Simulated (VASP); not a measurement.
Set up this calculation in VASP 6.6.1, as the native input.

* Task: single point
* Functional: r2SCAN
* Potentials or basis: VASP PAW PBE potentials, release 64 (Mg, S)
* Cutoff: 520 eV
* k mesh: 8 × 8 × 8
* Occupations: gaussian, width 0.01 eV
* Spin: no spin polarisation
* Dipole correction: no
* Further INCAR settings: ALGO = Normal; EDIFF = 1e-07; NBANDS = 11

The system is MgS.

```
Mg S
1.0
     0.00000    2.85919    2.85919
     2.85919    0.00000    2.85919
     2.85919    2.85919    0.00000
Mg S
1 1
Direct
  0.00000 0.00000 0.00000
  0.25000 0.25000 0.25000
```

This cell differs from its parent crystal: strain +1.0%.

One way to write it, as run:

POSCAR

```
MgS
1.0
    0.0000000000      2.8591856096      2.8591856096
    2.8591856096      0.0000000000      2.8591856096
    2.8591856096      2.8591856096      0.0000000000
Mg S
1 1
Direct
    0.0000000000      0.0000000000      0.0000000000
    0.2500000000      0.2500000000      0.2500000000
```

INCAR.step1

```
ALGO = Normal ; EDIFF = 1E-4
ENCUT = 520 ; GGA = PE
ISMEAR = 0 ; LASPH = T
LCHARG = F ; LREAL = F
LWAVE = T ; NBANDS = 11
NELM = 80 ; PREC = Accurate
SIGMA = 0.01
```

INCAR.step2

```
ALGO = Normal ; EDIFF = 1E-7
ENCUT = 520 ; ISIF = 2
ISMEAR = 0 ; ISTART = 1
LASPH = T ; LCHARG = F
LMIXTAU = T ; LREAL = F
LWAVE = F ; METAGGA = R2SCAN
NBANDS = 11 ; NELM = 80
PREC = Accurate ; SIGMA = 0.01
```

KPOINTS

```
k-points
0
Gamma
  8 8 8
```

Potentials or basis: VASP PAW PBE potentials, release 64 (Mg, S).

Run with:

```console
$ cat potpaw_PBE.64/Mg/POTCAR potpaw_PBE.64/S/POTCAR > POTCAR
$ cp INCAR.step1 INCAR
$ mpirun -np 1 vasp_std > vasp.out
$ cp INCAR.step2 INCAR
$ mpirun -np 1 vasp_std > vasp.out
```

It gave:

```json
{
  "Pressure": "-2.0 GPa",
  "Band gap on the k mesh": "3.97 eV, direct"
}
```

Caveat: the cell differs from its parent crystal (strain +1.0%); the PAW data sets were made with another functional, which shifts forces and pressure a little.

It took 33 s on 1 thread of Intel(R) Xeon(R) 6975P-C (Granite Rapids), with other jobs on the host, peak memory 0.17 GiB.
